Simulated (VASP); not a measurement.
Cu:

```
Cu
1.0
     0.00000    1.80750    1.80750
     1.80750    0.00000    1.80750
     1.80750    1.80750    0.00000
Cu
1
Direct
  0.00000 0.00000 0.00000
```

```yaml
Program: VASP 6.6.1
Task: relaxation of cell and atoms
Functional: LDA
Potentials_or_basis: VASP PAW LDA potentials, release 64 (Cu)
Cutoff: 600 eV
k_mesh: 13 × 13 × 13
Occupations: fermi-dirac, width 0.05 eV
Spin: no spin polarisation
```

At the start: pressure -11.8 GPa; volume 11.81 Å³/atom.

Task: Where does the relaxation end?

Result: Over 3 steps the energy falls by 35.0 meV/atom and the volume is 10.94 Å³/atom (-7.4 %); space group Fm-3m (No. 225, to 0.05 Å).

Step by step:
```csv
step,energy change (eV),largest force (eV/Å),pressure (GPa),volume (Å³)
1,0.0000,0.0000,-11.79,11.81
2,-0.0176,0.0000,10.77,10.39
3,-0.0350,0.0000,-0.06,10.94
```

Final structure:
```
CELL_PARAMETERS angstrom
0.00000 1.76171 1.76171
1.76171 0.00000 1.76171
1.76171 1.76171 0.00000
ATOMIC_POSITIONS crystal
Cu 0.00000 0.00000 0.00000
```
